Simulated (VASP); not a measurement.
Here is a VASP 6.6.1 calculation.

File INCAR:

```
SYSTEM = Te
ALGO = Normal ; EDIFF = 1E-6
ENCUT = 500 ; GGA = PE
GGA_COMPAT = .False. ; ISIF = 2
ISMEAR = 0 ; LASPH = .True.
LCHARG = .False. ; LREAL = .False.
LWAVE = .False. ; NBANDS = 13
NELM = 120 ; PREC = Accurate
SIGMA = 0.1
```

File KPOINTS:

```
k-points
0
Gamma
  6 6 2
  0 0 0
```

Contents of POSCAR:

```
Te
1.0
    2.8262884400      0.0000000000      0.0000000000
   -1.4131442200      2.4476375900      0.0000000000
    0.0000000000      0.0000000000      9.8082490000
Te
2
Direct
    0.3333333300      0.6666666700      0.0000000000
    0.6666666700      0.3333333300      0.0000000000
```

Potentials or basis: VASP PAW PBE potentials, release 64 (Te).

The run is started by

```bash
$ cat potpaw_PBE.64/Te/POTCAR > POTCAR
$ mpirun -np 1 vasp_std > vasp.out
```

(1) Predict the band gap on the k mesh.

Results:

(1) 0.17 eV (least direct gap 0.67 eV).

Caveat: the k points lie up to 0.43 Å⁻¹ apart; atoms lie so close that the PAW spheres overlap strongly, which falsifies energies and pressures; there is no dipole correction, which matters where the two faces differ; spin-orbit coupling is left out, which moves the levels of the heavy elements.
